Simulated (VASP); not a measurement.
# TiPd3 (Pm-3m) in VASP: vibrations by perturbation theory with LDA

Aim: the vibrations by perturbation theory of TiPd3 with LDA.

All numbers are computed with VASP 6.6.1; they aren't measurements. Logs are shortened: lines on timing, memory, paths and dates and some standing lists are left out, and cuts for length are marked.

## 1. The cell of the first run

The structure is cubic, space group Pm-3m (No. 221). The conventional cell has a = 3.820 Å, b = 3.820 Å, c = 3.820 Å, α = 90.00°, β = 90.00°, γ = 90.00°. Within 3.6 Å of Ti (site symmetry m-3m) lie 12 Pd at 2.70 Å. Within 3.6 Å of Pd (site symmetry 4/mmm) lie 4 Ti at 2.70 Å and 8 Pd at 2.70 Å.

## 2. Vibrations by perturbation theory, LDA

Input file INCAR:

```
SYSTEM = TiPd3
  PREC = Accurate
  ENCUT = 520
  EDIFF = 1E-8
  ISMEAR = 1
  SIGMA = 0.15
  LREAL = .FALSE.
  LASPH = .TRUE.
  NELM = 60
  ALGO = Normal
  ISIF = 2
  LWAVE = .FALSE.
  LCHARG = .FALSE.
  NBANDS = 29
  IBRION = 8
  NSW = 1
```

Input file KPOINTS:

```
regular mesh
0
G
  7 7 7
  0 0 0
```

Input file POSCAR:

```
TiPd3
1.0
    3.8200000000      0.0000000000      0.0000000000
    0.0000000000      3.8200000000      0.0000000000
    0.0000000000      0.0000000000      3.8200000000
Ti Pd
1 3
Direct
    0.0000000000      0.0000000000      0.0000000000
    0.0000000000      0.5000000000      0.5000000000
    0.5000000000      0.0000000000      0.5000000000
    0.5000000000      0.5000000000      0.0000000000
```

Potentials or basis: VASP PAW LDA potentials, release 64 (Ti_sv, Pd).

The run is started by

```
$ cat potpaw_LDA.64/Ti_sv/POTCAR potpaw_LDA.64/Pd/POTCAR > POTCAR
$ mpirun -np 1 vasp_std > vasp.out
```

OUTCAR:

```text
SYSTEM = TiPd3
   PREC = Accurate
   ENCUT = 520
   EDIFF = 1E-8
   ISMEAR = 1
   LREAL = .FALSE.
   LASPH = .TRUE.
   NELM = 60
   ISIF = 2
   IBRION = 8
   NSW = 1

 ion  position               nearest neighbor table
   1  0.000  0.000  0.000-   2 2.70   3 2.70   4 2.70   2 2.70   3 2.70   2 2.70   4 2.70   2 2.70
                             3 2.70   4 2.70   3 2.70   4 2.70
   2  0.000  0.500  0.500-   1 2.70   3 2.70   4 2.70   1 2.70   4 2.70   1 2.70   3 2.70   1 2.70
                             3 2.70   4 2.70   4 2.70   3 2.70
   3  0.500  0.000  0.500-   1 2.70   2 2.70   4 2.70   1 2.70   4 2.70   2 2.70   4 2.70   4 2.70
                             1 2.70   2 2.70   1 2.70   2 2.70
   4  0.500  0.500  0.000-   1 2.70   2 2.70   3 2.70   2 2.70   3 2.70   1 2.70   3 2.70   3 2.70
                             1 2.70   2 2.70   2 2.70   1 2.70

  LATTYP: Found a simple cubic cell.
 ALAT       =     3.8200000000

  Lattice vectors:

 A1 = (   3.8200000000,   0.0000000000,   0.0000000000)
 A2 = (   0.0000000000,   3.8200000000,   0.0000000000)
 A3 = (   0.0000000000,   0.0000000000,   3.8200000000)

Analysis of symmetry for initial positions (statically):
=====================================================================
 Subroutine PRICEL returns:
 Original cell was already a primitive cell.

 Routine SETGRP: Setting up the symmetry group for a
 simple cubic supercell.

 Subroutine GETGRP returns: Found 48 space group operations
 (whereof 48 operations were pure point group operations)
 out of a pool of 48 trial point group operations.

The static configuration has the point symmetry O_h .

Analysis of symmetry for dynamics (positions and initial velocities):
=====================================================================
 Subroutine PRICEL returns:
 Original cell was already a primitive cell.

 Routine SETGRP: Setting up the symmetry group for a
 simple cubic supercell.

 Subroutine GETGRP returns: Found 48 space group operations
 (whereof 48 operations were pure point group operations)
 out of a pool of 48 trial point group operations.

The dynamic configuration has the point symmetry O_h .

 Subroutine INISYM returns: Found 48 space group operations
 (whereof 48 operations are pure point group operations),
 and found     1 'primitive' translations

----------------------------------------------------------------------------------------

                                     Primitive cell

  volume of cell :      55.7430

  direct lattice vectors                    reciprocal lattice vectors
     3.820000000  0.000000000  0.000000000     0.261780105  0.000000000  0.000000000
     0.000000000  3.820000000  0.000000000     0.000000000  0.261780105  0.000000000
     0.000000000  0.000000000  3.820000000     0.000000000  0.000000000  0.261780105

  length of vectors
     3.820000000  3.820000000  3.820000000     0.261780105  0.261780105  0.261780105

  position of ions in fractional coordinates (direct lattice)
     0.000000000  0.000000000  0.000000000
     0.000000000  0.500000000  0.500000000
     0.500000000  0.000000000  0.500000000
     0.500000000  0.500000000  0.000000000

  ion indices of the primitive-cell ions
   primitive index   ion index
                 1           1
                 2           2
[... 130 lines left out ...]
      3     -22.4604      2.00000
      4     -22.4604      2.00000
      5       3.2117      2.00000
      6       4.8495      2.00000
[... 629 lines left out ...]
     28      13.4222     -0.00000
     29      18.8513      0.00000

------------------------ aborting loop because EDIFF is reached ----------------------------------------

  FORCE on cell =-STRESS in cart. coord.  units (eV):
  Direction    XX          YY          ZZ          XY          YZ          ZX
  --------------------------------------------------------------------------------------
  -------------------------------------------------------------------------------------
  Total        0.9362538      0.9362538      0.9362538      0.0000000     -0.0000000      0.0000000
  in kB       26.9100231     26.9100231     26.9100231      0.0000000     -0.0000000      0.0000000
  external PRESSURE =      26.9100231 kB  Pullay stress =       0.0000000 kB

 VOLUME and BASIS-vectors are now :
 -----------------------------------------------------------------------------
  energy-cutoff  :      520.00
  volume of cell :       55.74
      direct lattice vectors                 reciprocal lattice vectors
     3.820000000  0.000000000  0.000000000     0.261780105  0.000000000  0.000000000
     0.000000000  3.820000000  0.000000000     0.000000000  0.261780105  0.000000000
     0.000000000  0.000000000  3.820000000     0.000000000  0.000000000  0.261780105

 POSITION                                       TOTAL-FORCE (eV/Angst)
 -----------------------------------------------------------------------------------
      0.00000      0.00000      0.00000         0.000000      0.000000      0.000000
      0.00000      1.91000      1.91000         0.000000      0.000000      0.000000
      1.91000      0.00000      1.91000         0.000000      0.000000      0.000000
      1.91000      1.91000      0.00000         0.000000      0.000000      0.000000
 -----------------------------------------------------------------------------------
    total drift:                                0.000000      0.000000      0.000000

  FREE ENERGIE OF THE ION-ELECTRON SYSTEM (eV)
  ---------------------------------------------------
  free  energy   TOTEN  =       -30.8017703363 eV

  energy  without entropy=      -30.8113273182  energy(sigma->0) =      -30.80495600

[... ionic steps 2 to 3 ...]

--------------------------------------- Ionic step        4  -------------------------------------------

------------------------ aborting loop because EDIFF is reached ----------------------------------------

[... ionic steps 5 to 6 ...]

--------------------------------------- Ionic step        7  -------------------------------------------

------------------------ aborting loop because EDIFF is reached ----------------------------------------

--------------------------------------- Ionic step        8  -------------------------------------------

 Free energy of the ion-electron system (eV)
  ---------------------------------------------------
  ---------------------------------------------------
  free energy    TOTEN  =        -0.25746539 eV

  energy without entropy =       -0.25746539

------------------------ aborting loop because EDIFF is reached ----------------------------------------

 INTERNAL STRAIN TENSOR  FOR ION    2  DIRECTION 2   (eV/Angst):
 -----------------------------------------------------------------------------
     0.02162  0.00000  0.00000
     0.00000 -0.00281  0.00000
     0.00000  0.00000 -0.01344

 INTERNAL STRAIN TENSOR FOR ION    4 for displacements in x,y,z  (eV/Angst):
          X           Y           Z          XY          YZ          ZX
  --------------------------------------------------------------------------------
  x     0.00000     0.00000     0.00000     0.00000     0.00000     0.00000
  y     0.00000     0.00000     0.00000     0.00000     0.00000     0.00000
  z     0.00000     0.00000     0.00000     0.00000     0.00000     0.00000

 SECOND DERIVATIVES (NOT SYMMETRIZED)
 ------------------------------------
               1X          1Y          1Z          2X          2Y          2Z          3X          3Y          3Z          4X          4Y          4Z
  1X    -4.414744   -0.000000    0.000000    0.541191   -0.000000   -0.000000    1.936776   -0.000000   -0.000000    1.936776    0.000000   -0.000000
  1Y    -0.000000   -4.414744    0.000000   -0.000000    1.936776   -0.000000   -0.000000    0.541191    0.000000    0.000000    1.936776    0.000000
  1Z     0.000000    0.000000   -4.414744    0.000000   -0.000000    1.936776   -0.000000   -0.000000    1.936776    0.000000   -0.000000    0.541191
  2X     0.540900    0.000000   -0.000000  -13.609959   -0.000000    0.000000    6.534529    0.000000   -0.000000    6.534529    0.000000   -0.000000
  2Y     0.000000    1.940568    0.000000    0.000000   -8.667915    0.000000    0.000000    6.533818    0.000000    0.000000    0.193528    0.000000
  2Z     0.000000    0.000000    1.940568    0.000000    0.000000   -8.667915    0.000000    0.000000    0.193528    0.000000    0.000000    6.533818
  3X     1.940568    0.000000    0.000000    6.533818    0.000000    0.000000   -8.667915    0.000000    0.000000    0.193528    0.000000    0.000000
  3Y     0.000000    0.540900    0.000000    0.000000    6.534529    0.000000    0.000000  -13.609959   -0.000000    0.000000    6.534529    0.000000
  3Z     0.000000    0.000000    1.940568    0.000000    0.000000    0.193528    0.000000    0.000000   -8.667915    0.000000    0.000000    6.533818
  4X     1.940568    0.000000    0.000000    6.533818    0.000000    0.000000    0.193528    0.000000    0.000000   -8.667915    0.000000    0.000000
  4Y     0.000000    1.940568    0.000000    0.000000    0.193528    0.000000    0.000000    6.533818    0.000000    0.000000   -8.667915    0.000000
  4Z     0.000000    0.000000    0.540900   -0.000000   -0.000000    6.534529   -0.000000   -0.000000    6.534529   -0.000000    0.000000  -13.609959

 Eigenvectors and eigenvalues of the dynamical matrix
 ----------------------------------------------------

   1 f  =    6.937124 THz    43.587236 2PiTHz  231.397551 cm-1    28.689627 meV
             X         Y         Z           dx          dy          dz
      0.000000  0.000000  0.000000     0.000000    0.000000    0.172913
      0.000000  1.910000  1.910000     0.000000   -0.000000   -0.439858
      1.910000  0.000000  1.910000    -0.000000    0.000000   -0.439858
      1.910000  1.910000  0.000000    -0.000000   -0.000000    0.763644
[... 71 lines left out ...]
  12 f/i=    0.001416 THz     0.008897 2PiTHz    0.047233 cm-1     0.005856 meV
             X         Y         Z           dx          dy          dz
      0.000000  0.000000  0.000000    -0.105142    0.344168   -0.033084
      0.000000  1.910000  1.910000    -0.156621    0.512681   -0.049282
      1.910000  0.000000  1.910000    -0.156623    0.512677   -0.049282
      1.910000  1.910000  0.000000    -0.156623    0.512681   -0.049282

--------------------------------------------------------------------------------------------------------

 ELASTIC MODULI CONTR FROM IONIC RELAXATION (kBar)
 Direction    XX          YY          ZZ          XY          YZ          ZX
 --------------------------------------------------------------------------------
 XX           0.0000      0.0000      0.0000      0.0000      0.0000      0.0000
 YY           0.0000      0.0000      0.0000      0.0000      0.0000      0.0000
 ZZ           0.0000      0.0000      0.0000      0.0000      0.0000      0.0000
 XY           0.0000      0.0000      0.0000      0.0000      0.0000      0.0000
 YZ           0.0000      0.0000      0.0000      0.0000      0.0000      0.0000
 ZX           0.0000      0.0000      0.0000      0.0000      0.0000      0.0000
 --------------------------------------------------------------------------------
```

Wall time 4.4 min (1 thread of Intel Xeon Platinum 8488C (Sapphire Rapids), shared host); peak memory 0.32 GiB.

What came out:

```yaml
Highest_phonon_frequency_at_Γ_LO-TO_splitting_left_out: 231 cm⁻¹
```

Phonon frequencies in cm⁻¹ (negative: imaginary):
```tsv
q point	frequencies
(0.000, 0.000, 0.000)	0 0 0 150 150 150 167 167 167 231 231 231
```

Caveat: the cell wasn't relaxed at this level first, which shifts response properties.
